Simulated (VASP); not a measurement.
# HfN (Fm-3m) in VASP: notebook

HfN is run at these levels: LDA; tasks: single point.

Program: VASP 6.6.1. These are calculated values, not measurements. Logs are shortened: lines on timing, memory, paths and dates and some standing lists are left out, and cuts for length are marked.

### 1 The cell of the first run

The structure is cubic, space group Fm-3m (No. 225). The conventional cell has a = 4.552 Å, b = 4.552 Å, c = 4.552 Å, α = 90.00°, β = 90.00°, γ = 90.00°. Hf (site symmetry m-3m) has 6 N at 2.28 Å within 3.0 Å. N (site symmetry m-3m) has 6 Hf at 2.28 Å within 3.0 Å.

### 2 Single point, LDA

INCAR

```
SYSTEM = HfN
PREC     = Accurate       ! precision mode
ENCUT    = 520            ! plane-wave cutoff, eV
EDIFF    = 1E-7           ! SCF threshold, eV
ISMEAR   = -1             ! smearing method
SIGMA    = 0.05           ! smearing width, eV
LREAL    = .FALSE.        ! projectors in reciprocal space
LASPH    = .TRUE.         ! aspherical terms in the spheres
NELM     = 80             ! most SCF steps
ALGO     = Normal         ! electronic algorithm
ISIF     = 2              ! what is computed and relaxed
LWAVE    = .FALSE.        ! write WAVECAR
LCHARG   = .FALSE.        ! write CHGCAR
NBANDS   = 14             ! bands
```

KPOINTS

```
Automatic mesh
0
G
  11 11 11
  0 0 0
```

POSCAR

```
HfN
1.0
    0.0000000000      2.2758776762      2.2758776762
    2.2758776762      0.0000000000      2.2758776762
    2.2758776762      2.2758776762      0.0000000000
Hf N
1 1
Direct
    0.0000000000      0.0000000000      0.0000000000
    0.5000000000      0.5000000000      0.5000000000
```

Potentials or basis: VASP PAW LDA potentials, release 64 (Hf_pv, N).

Started as:

```console
$ cat potpaw_LDA.64/Hf_pv/POTCAR potpaw_LDA.64/N/POTCAR > POTCAR
$ mpirun -np 1 vasp_std > vasp.out
```

OUTCAR:

```text
SYSTEM = HfN
   PREC = Accurate
   ENCUT = 520
   EDIFF = 1E-7
   ISMEAR = -1
   LREAL = .FALSE.
   LASPH = .TRUE.
   NELM = 80
   ISIF = 2

 ion  position               nearest neighbor table
   1  0.000  0.000  0.000-   2 2.28   2 2.28   2 2.28   2 2.28   2 2.28   2 2.28
   2  0.500  0.500  0.500-   1 2.28   1 2.28   1 2.28   1 2.28   1 2.28   1 2.28

  LATTYP: Found a face centered cubic cell.
 ALAT       =     4.5517553524

  Lattice vectors:

 A1 = (   0.0000000000,   2.2758776762,   2.2758776762)
 A2 = (   2.2758776762,   0.0000000000,   2.2758776762)
 A3 = (   2.2758776762,   2.2758776762,   0.0000000000)

Analysis of symmetry for initial positions (statically):
=====================================================================
 Subroutine PRICEL returns:
 Original cell was already a primitive cell.

 Routine SETGRP: Setting up the symmetry group for a
 face centered cubic supercell.

 Subroutine GETGRP returns: Found 48 space group operations
 (whereof 48 operations were pure point group operations)
 out of a pool of 48 trial point group operations.

The static configuration has the point symmetry O_h .

Analysis of symmetry for dynamics (positions and initial velocities):
=====================================================================
 Subroutine PRICEL returns:
 Original cell was already a primitive cell.

 Routine SETGRP: Setting up the symmetry group for a
 face centered cubic supercell.

 Subroutine GETGRP returns: Found 48 space group operations
 (whereof 48 operations were pure point group operations)
 out of a pool of 48 trial point group operations.

The dynamic configuration has the point symmetry O_h .

 Subroutine INISYM returns: Found 48 space group operations
 (whereof 48 operations are pure point group operations),
 and found     1 'primitive' translations

----------------------------------------------------------------------------------------

                                     Primitive cell

  volume of cell :      23.5764

  direct lattice vectors                    reciprocal lattice vectors
     0.000000000  2.275877676  2.275877676    -0.219695463  0.219695463  0.219695463
     2.275877676  0.000000000  2.275877676     0.219695463 -0.219695463  0.219695463
     2.275877676  2.275877676  0.000000000     0.219695463  0.219695463 -0.219695463

  length of vectors
     3.218577076  3.218577076  3.218577076     0.380523704  0.380523704  0.380523704

  position of ions in fractional coordinates (direct lattice)
     0.000000000  0.000000000  0.000000000
     0.500000000  0.500000000  0.500000000

  ion indices of the primitive-cell ions
   primitive index   ion index
                 1           1
                 2           2

----------------------------------------------------------------------------------------

 KPOINTS: Automatic mesh

Automatic generation of k-mesh.
 Grid dimensions read from file:
 generate k-points for:   11   11   11

 Generating k-lattice:

  Cartesian coordinates                     Fractional coordinates (reciprocal lattice)
    -0.019972315  0.019972315  0.019972315     0.090909091  0.000000000  0.000000000
     0.019972315 -0.019972315  0.019972315     0.000000000  0.090909091  0.000000000
     0.019972315  0.019972315 -0.019972315     0.000000000  0.000000000  0.090909091

  Length of vectors
     0.034593064  0.034593064  0.034593064

  Shift w.r.t. Gamma in fractional coordinates (k-lattice)
     0.000000000  0.000000000  0.000000000

 Subroutine IBZKPT returns following result:
 ===========================================

 Found     56 irreducible k-points:

 Following reciprocal coordinates:
            Coordinates               Weight
  0.000000  0.000000  0.000000      1.000000
  0.090909  0.000000  0.000000      8.000000
  0.181818  0.000000  0.000000      8.000000
  0.272727  0.000000  0.000000      8.000000
  0.363636  0.000000  0.000000      8.000000
  0.454545  0.000000  0.000000      8.000000
[... 16 lines left out ...]
 -0.272727  0.181818  0.000000     24.000000
 -0.181818  0.181818  0.000000     12.000000
 [... further k-points ...]
   k-points           NKPTS =     56   k-points in BZ     NKDIM =     56   number of bands    NBANDS=     14
   number of dos      NEDOS =    301   number of ions     NIONS =      2
   total plane-waves  NPLWV =  13824
   dimension x,y,z NGX =    24 NGY =   24 NGZ =   24
   dimension x,y,z NGXF=    48 NGYF=   48 NGZF=   48
   ions per type =               1   1
   NGX,Y,Z   is equivalent  to a cutoff of  12.40, 12.40, 12.40 a.u.
   NGXF,Y,Z  is equivalent  to a cutoff of  24.79, 24.79, 24.79 a.u.
 SYSTEM =  HfN
   PREC   = accura    normal or accurate (medium, high low for compatibility)
   ISTART =      0    job   : 0-new  1-cont  2-samecut
   ICHARG =      2    charge: 1-file 2-atom 10-const
   ISPIN  =      1    spin polarized calculation?
   LNONCOLLINEAR =      F non collinear calculations
   LSORBIT =      F    spin-orbit coupling
   LASPH  =      T    aspherical Exc in radial PAW
   ENCUT  =  520.0 eV  38.22 Ry    6.18 a.u.   5.98  5.98  5.98*2*pi/ulx,y,z
   NELM   =     80;   NELMIN=  2; NELMDL= -5     # of ELM steps
   EDIFF  = 0.1E-06   stopping-criterion for ELM
   LREAL  =      F    real-space projection
   EDIFFG = 0.1E-05   stopping-criterion for IOM
   NSW    =      0    number of steps for IOM
   IBRION =     -1    ionic relax: 0-MD 1-quasi-New 2-CG
   NFREE  =      0    steps in history (QN), initial steepest desc. (CG)
   ISIF   =      2    stress and relaxation
   ISYM   =      2    0-nonsym 1-usesym 2-fastsym
   POTIM  = 0.5000    time-step for ionic-motion
   TEBEG  =    0.0;   TEEND  =   0.0 temperature during run
   PSTRESS=    0.0 pullay stress
   NELECT =      15.0000    total number of electrons
   NUPDOWN=      -1.0000    fix difference up-down
   EMIN   =  10.00;   EMAX   =-10.00  energy-range for DOS
   EFERMI =   0.00;   METHOD = LEGACY
   ISMEAR =    -1;   SIGMA  =   0.05  broadening in eV -4-tet -1-fermi 0-gaus
   EFERMI_NEDOS =   21; number of points for ismear=-14 and -15
   IALGO  =     38    algorithm
   IMIX   =      4    mixing-type and parameters
     AMIX     =   0.40;   BMIX     =  1.00
     AMIX_MAG =   1.60;   BMIX_MAG =  1.00
  volume/ion in A,a.u.               =      11.79        79.55
  Fermi-wavevector in a.u.,A,eV,Ry     =   1.408034  2.660798 26.974346  1.982558
  Thomas-Fermi vector in A             =   2.530232
   LORBIT       =      0    0 simple, 1 ext, 2 COOP (PROOUT), +10 PAW based schemes
   GGA     = CA    functional components
   LHFCALC =     F    Hartree Fock is set to
   AEXX    =    0.0000 exact exchange contribution
   IVDW    =     0    specifies the selected vdW correction
   LEPSILON=     F    determine dielectric tensor
   LRPA    =     F    only Hartree local field effects (RPA)
 non-spin polarized calculation
  energy-cutoff  :      520.00
  volume of cell :       23.58
 maximum number of plane-waves:       647
   NGX = 11   NGY = 11   NGZ = 11

 number of electron      14.9999999 magnetization

 Free energy of the ion-electron system (eV)
  ---------------------------------------------------
  ext. energy  EPLUGINS =         0.00000000
  ---------------------------------------------------
  free energy    TOTEN  =       -23.79530153 eV

  energy without entropy =      -23.78867101  energy(sigma->0) =      -23.79198627

 E-fermi :   7.9287     XC(G=0): -12.8652

 val. band max:        7.9275593433   @ k =   0.4545   0.1818   0.0000
 cond. band min:       7.9637726921   @ k =  -0.0909   0.0909   0.0000
 fundamental gap:      0.0362133489
 Fermi energy:         7.9287043898

 k-point     1 :       0.0000    0.0000    0.0000
  band No.  band energies     occupation
      1     -23.0328      2.00000
      2     -23.0328      2.00000
      3     -23.0328      2.00000
      4      -9.1080      2.00000
      5       5.0691      2.00000
      6       5.0691      2.00000
      7       5.0691      2.00000
      8       7.6111      1.99652
      9       7.6111      1.99652
     10       7.6111      1.99652
     11       9.7658      0.00000
     12       9.8430      0.00000
     13       9.8430      0.00000
     14      17.5908      0.00000

 k-point     2 :       0.0909    0.0000    0.0000
  band No.  band energies     occupation
      1     -23.1110      2.00000
      2     -23.0395      2.00000
      3     -23.0395      2.00000
      4      -8.9234      2.00000
      5       4.2918      2.00000
      6       4.6096      2.00000
      7       4.6096      2.00000
      8       7.8166      1.80789
      9       7.8786      1.46295
     10       7.8786      1.46295
     11      10.3434      0.00000
     12      10.4534      0.00000
     13      10.4534      0.00000
     14      18.2069      0.00000

 k-point     3 :       0.1818    0.0000    0.0000
  band No.  band energies     occupation
      1     -23.3143      2.00000
      2     -23.0573      2.00000
      3     -23.0573      2.00000
      4      -8.4159      2.00000
      5       2.8193      2.00000
      6       3.7262      2.00000
      7       3.7262      2.00000
      8       8.1487      0.02425
      9       8.5494      0.00001
     10       8.5494      0.00001
     11      11.6014      0.00000
     12      11.8724      0.00000
     13      11.8724      0.00000
     14      19.2300      0.00000
[... 324 lines left out ...]
 k-point    23 :      -0.2727    0.1818    0.0000
  band No.  band energies     occupation
      1     -23.6806      2.00000
      2     -23.2890      2.00000
      3     -23.0981      2.00000
      4      -7.1461      2.00000
      5       0.4749      2.00000
      6       2.2703      2.00000
      7       2.8564      2.00000
      8       9.3509      0.00000
      9       9.8130      0.00000
     10      11.4088      0.00000
     11      12.1843      0.00000
     12      15.0753      0.00000
     13      16.1473      0.00000
     14      19.1964      0.00000

 k-point    24 :      -0.1818    0.1818    0.0000
  band No.  band energies     occupation
      1     -23.5390      2.00000
      2     -23.2208      2.00000
      3     -23.0666      2.00000
      4      -7.6176      2.00000
      5       1.1702      2.00000
      6       2.5932      2.00000
      7       3.3210      2.00000
      8       8.8257      0.00000
      9       8.9905      0.00000
     10      10.9421      0.00000
     11      11.1208      0.00000
     12      14.0423      0.00000
     13      14.9363      0.00000
     14      19.2244      0.00000

 [... further k-points ...]
[... 5 lines left out ...]
  --------------------------------------------------------------------------------------
  -------------------------------------------------------------------------------------
  Total       -2.3693487     -2.3693487     -2.3693487      0.0000000      0.0000000     -0.0000000
  in kB     -161.0136982   -161.0136982   -161.0136982      0.0000000      0.0000000     -0.0000000
  external PRESSURE =    -161.0136982 kB  Pullay stress =       0.0000000 kB

 VOLUME and BASIS-vectors are now :
 -----------------------------------------------------------------------------
  energy-cutoff  :      520.00
  volume of cell :       23.58
      direct lattice vectors                 reciprocal lattice vectors
     0.000000000  2.275877676  2.275877676    -0.219695463  0.219695463  0.219695463
     2.275877676  0.000000000  2.275877676     0.219695463 -0.219695463  0.219695463
     2.275877676  2.275877676  0.000000000     0.219695463  0.219695463 -0.219695463

 POSITION                                       TOTAL-FORCE (eV/Angst)
 -----------------------------------------------------------------------------------
      0.00000      0.00000      0.00000        -0.000000     -0.000000      0.000000
      2.27588      2.27588      2.27588         0.000000      0.000000      0.000000
 -----------------------------------------------------------------------------------
    total drift:                                0.000000     -0.000000     -0.000000

  FREE ENERGIE OF THE ION-ELECTRON SYSTEM (eV)
  ---------------------------------------------------
  free  energy   TOTEN  =       -23.7953015295 eV

  energy  without entropy=      -23.7886710106  energy(sigma->0) =      -23.79198627
```

It took 6.8 s on 1 thread of Intel Xeon 6975P-C (Granite Rapids), shared host; peak memory 0.13 GiB.

Results:

```
Free energy : -23.7953 eV
Pressure    : -16.1 GPa
```

Caveat: spin-orbit coupling is left out, which moves the levels of the heavy elements.

### 3 Single point, LDA

This run uses another cell than the first one, of 12.09 Å³/atom, 1.026 times its volume.

INCAR

```
SYSTEM = HfN
PREC = Accurate
ENCUT = 520
EDIFF = 1E-6
ISMEAR = -1
SIGMA = 0.05
LREAL = .FALSE.
LASPH = .TRUE.
NELM = 100
ALGO = Normal
ISIF = 2
LWAVE = .FALSE.
LCHARG = .FALSE.
NBANDS = 14
```

KPOINTS is that of step 2.

POSCAR

```
HfN
1.0
    0.0000000000      2.2954140625      2.2954140625
    2.2954140625      0.0000000000      2.2954140625
    2.2954140625      2.2954140625      0.0000000000
Hf N
1 1
Direct
    0.0000000000      0.0000000000      0.0000000000
    0.5000000000      0.5000000000      0.5000000000
```

Potentials or basis: VASP PAW LDA potentials, release 64 (Hf_pv, N).

Started as:

```console
$ cat potpaw_LDA.64/Hf_pv/POTCAR potpaw_LDA.64/N/POTCAR > POTCAR
$ mpirun -np 1 vasp_std > vasp.out
```

Run time: 6 s. Hardware: 1 thread of Intel Xeon 6975P-C (Granite Rapids), shared host; peak memory 0.13 GiB.

The run converged. Its results:

| Property | Result |
| --- | --- |
| Free energy | -23.7230 eV |
| Pressure | -21.8 GPa |

Levels at points of the mesh, in eV from the Fermi level:
```
           k point  band 6  band 7  band 8  band 9  band 10  band 11
(0.00, 0.00, 0.00)   -2.83   -2.83   -0.31   -0.31    -0.31     1.60
```

Caveat: spin-orbit coupling is left out, which moves the levels of the heavy elements.

### 4 Single point, LDA

This run uses another cell than the first one, of 12.40 Å³/atom, 1.052 times its volume.

INCAR

```
  ALGO = Normal
  EDIFF = 1E-7
  ENCUT = 520
  GGA = CA
  ISIF = 2
  ISMEAR = -1
  LASPH = T
  LCHARG = F
  LREAL = F
  LWAVE = F
  NBANDS = 14
  NELM = 60
  PREC = Accurate
  SIGMA = 0.05
```

KPOINTS

```
k-points
0
Gamma
  11 11 11
```

POSCAR

```
HfN
1.0
    0.0000000000      2.3146234414      2.3146234414
    2.3146234414      0.0000000000      2.3146234414
    2.3146234414      2.3146234414      0.0000000000
Hf N
1 1
Direct
    0.0000000000      0.0000000000      0.0000000000
    0.5000000000      0.5000000000      0.5000000000
```

Started as:

```console
$ cat potpaw_LDA.64/Hf_pv/POTCAR potpaw_LDA.64/N/POTCAR > POTCAR
$ mpirun -np 1 vasp_std > vasp.out
```

It took 6.5 s on 1 thread of Intel Xeon 6975P-C (Granite Rapids), shared host; peak memory 0.13 GiB.

The run converged. Its results:

* Free energy: -23.6304 eV
* Pressure: -26.7 GPa

Levels at points of the mesh, in eV from the Fermi level:
```csv
k point,band 5,band 6,band 7,band 8,band 9,band 10,band 11,band 12
"(0.00, 0.00, 0.00)",-2.80,-2.80,-2.80,-0.29,-0.29,-0.29,1.38,1.79
```

Caveat: spin-orbit coupling is left out, which moves the levels of the heavy elements.

### 5 Summary

```csv
cell,gap on the mesh (eV),pressure (GPa)
"a = 3.219 Å, angles 60.0°, 2 atoms",none,-16.1
"a = 3.246 Å, angles 60.0°, 2 atoms",none,-21.8
"a = 3.273 Å, angles 60.0°, 2 atoms",none,-26.7
```

Alike in all rows: task single point; level LDA; potentials or basis VASP PAW LDA potentials, release 64 (Hf_pv, N); no spin polarisation; k mesh 11 × 11 × 11; cutoff (eV) 520; smearing fermi-dirac 0.05 eV.

Caveats: spin-orbit coupling is left out, which moves the levels of the heavy elements.

Total energies depend on the potentials used, so only differences within one code and one set of settings carry meaning.
